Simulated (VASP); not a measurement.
Input of a VASP 6.6.1 run:

File POSCAR:

```
ZrCu
1.0
    3.0745935851      0.0000000000      0.0000000000
    0.0000000000      3.0745935851      0.0000000000
    0.0000000000      0.0000000000      3.0745935851
Zr Cu
1 1
Direct
    0.5000000000      0.5000000000      0.5000000000
    0.0000000000      0.0000000000      0.0000000000
```

The input INCAR.step1:

```
  ALGO = Normal
  EDIFF = 1E-4
  ENCUT = 520
  GGA = PE
  ISMEAR = 1
  LASPH = T
  LCHARG = F
  LREAL = F
  LWAVE = T
  NBANDS = 18
  NELM = 80
  PREC = Accurate
  SIGMA = 0.1
```

Contents of INCAR.step2:

```
  ALGO = Normal
  EDIFF = 1E-6
  ENCUT = 520
  ISIF = 2
  ISMEAR = 1
  ISTART = 1
  LASPH = T
  LCHARG = F
  LMIXTAU = T
  LREAL = F
  LWAVE = F
  METAGGA = R2SCAN
  NBANDS = 18
  NELM = 80
  PREC = Accurate
  SIGMA = 0.1
```

File KPOINTS:

```
k-points
0
Gamma
  9 9 9
```

Potentials or basis: VASP PAW PBE potentials, release 64 (Zr_sv, Cu).

Command:

```sh
$ cat potpaw_PBE.64/Zr_sv/POTCAR potpaw_PBE.64/Cu/POTCAR > POTCAR
$ cp INCAR.step1 INCAR
$ mpirun -np 1 vasp_std > vasp.out
$ cp INCAR.step2 INCAR
$ mpirun -np 1 vasp_std > vasp.out
```

(1) What does it give for the pressure?

Results:

(1) 30.1 GPa.

Caveat: the PAW data sets were made with another functional, which shifts forces and pressure a little.
